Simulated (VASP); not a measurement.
A run of VASP 6.6.1 is set up as follows.

INCAR

```
  PREC = Accurate
  ENCUT = 520
  EDIFF = 1E-6
  ISMEAR = 1
  SIGMA = 0.5
  LREAL = False
  LASPH = True
  NELM = 80
  ALGO = Normal
  ISIF = 2
  LWAVE = False
  LCHARG = True
  LELF = True
  LVHAR = True
  NBANDS = 32
```

Contents of KPOINTS:

```
Automatic mesh
0
Gamma
  6 6 6
  0.5 0.5 0.5
```

POSCAR

```
NbZn3
1.0
    3.9340000000      0.0000000000      0.0000000000
    0.0000000000      3.9340000000      0.0000000000
    0.0000000000      0.0000000000      3.9340000000
Nb Zn
1 3
Direct
    0.0000000000      0.0000000000      0.0000000000
    0.0000000000      0.5000000000      0.5000000000
    0.5000000000      0.0000000000      0.5000000000
    0.5000000000      0.5000000000      0.0000000000
```

Potentials or basis: VASP PAW LDA potentials, release 64 (Nb_sv, Zn).

The run is started by

```bash
$ cat potpaw_LDA.64/Nb_sv/POTCAR potpaw_LDA.64/Zn/POTCAR > POTCAR
$ mpirun -np 1 vasp_std > vasp.out
```

**Question.** Estimate the pressure.

**Answer.** -9.2 GPa.
